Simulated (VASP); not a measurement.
Input of a VASP 6.6.1 run:

INCAR

```
PREC     = Accurate       # precision mode
ENCUT    = 600            # plane-wave cutoff, eV
EDIFF    = 1E-6           # SCF threshold, eV
ISMEAR   = 0              # smearing method
SIGMA    = 0.05           # smearing width, eV
LREAL    = False          # projectors in reciprocal space
LASPH    = True           # aspherical terms in the spheres
NELM     = 100            # most SCF steps
ALGO     = Normal         # electronic algorithm
ISIF     = 3              # what is computed and relaxed
LWAVE    = False          # write WAVECAR
LCHARG   = False          # write CHGCAR
GGA      = PS             # functional
IBRION   = 2              # ionic algorithm
NSW      = 80             # ionic steps
EDIFFG   = -0.02          # ionic threshold
```

Contents of KPOINTS:

```
regular mesh
0
Gamma
  10 10 6
```

File POSCAR:

```
Be
1.0
    2.2853000000      0.0000000000      0.0000000000
   -1.1426500000      1.9791300000      0.0000000000
    0.0000000000      0.0000000000      3.5842000000
Be
2
Direct
    0.3333333333      0.6666666667      0.2500000000
    0.6666666667      0.3333333333      0.7500000000
```

Potentials or basis: VASP PAW PBE potentials, release 64 (Be).

Run with:

```sh
$ cat potpaw_PBE.64/Be/POTCAR > POTCAR
$ mpirun -np 1 vasp_std > vasp.out
```

(1) What does it give for the relaxed volume?

(2) What does it give for the space group after relaxing (to 0.1 Å)?

(3) Estimate the band gap on the k mesh.

(4) Estimate the relaxed cell.

## Answers

(1) 7.89 Å³/atom.

(2) P6_3/mmc (No. 194).

(3) zero (bands 2 and 3 overlap by 0.78 eV).

(4) a = 2.275 Å, b = 2.275 Å, c = 3.523 Å, α = 90.00°, β = 90.00°, γ = 120.00°.

Caveat: the PAW data sets were made with another functional, which shifts forces and pressure a little.
